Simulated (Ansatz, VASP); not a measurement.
## One calculation of ZnS, two programs

```
Zn S
1.0
     3.81100   -0.01905   -0.01905
    -1.92200    3.30995   -0.00697
    -0.03117   -0.03117    6.23400
Zn S
2 2
Direct
  0.33333 0.66667 0.00000
  0.66667 0.33333 0.50000
  0.33333 0.66667 0.38500
  0.66667 0.33333 0.88500
```

Change from the starting cell: equal xy, yz and zx shear strains of -1 %, crystal datasets.

Alike in both runs: task electric field gradients; functional PBE; k mesh 8 × 8 × 5; occupations fermi-dirac, width 0.03 eV; no spin polarisation.

|  | VASP | Ansatz |
| --- | --- | --- |
| version | VASP 6.6.1 | Ansatz 0.2.0 |
| potentials or method | VASP PAW PBE potentials, release 64 (Zn, S), cutoff 520 eV | all-electron PAW with datasets made for the crystal, scalar-relativistic |

VASP gave:

```
gap on the k mesh at the Fermi level (eV)                     : 2.22
pressure (GPa)                                                : 2.5
traceless stress, the component that is largest in VASP (GPa) : -1.38
rms of the force components (eV/Å)                            : 0.194
size of Vzz on the site where it differs most (V/Å²)          : 19.5
```

Task: Estimate Ansatz's values.

Result: gap on the k mesh at the Fermi level (eV): 2.22; pressure (GPa): 2.4; traceless stress, the component that is largest in VASP (GPa): -1.35; rms of the force components (eV/Å): 0.192; size of Vzz on the site where it differs most (V/Å²): 18.4.

Atom by atom the forces differ by 0.002 eV/Å (rms over components). Ansatz ran all-electron here, and VASP with PAW potentials.
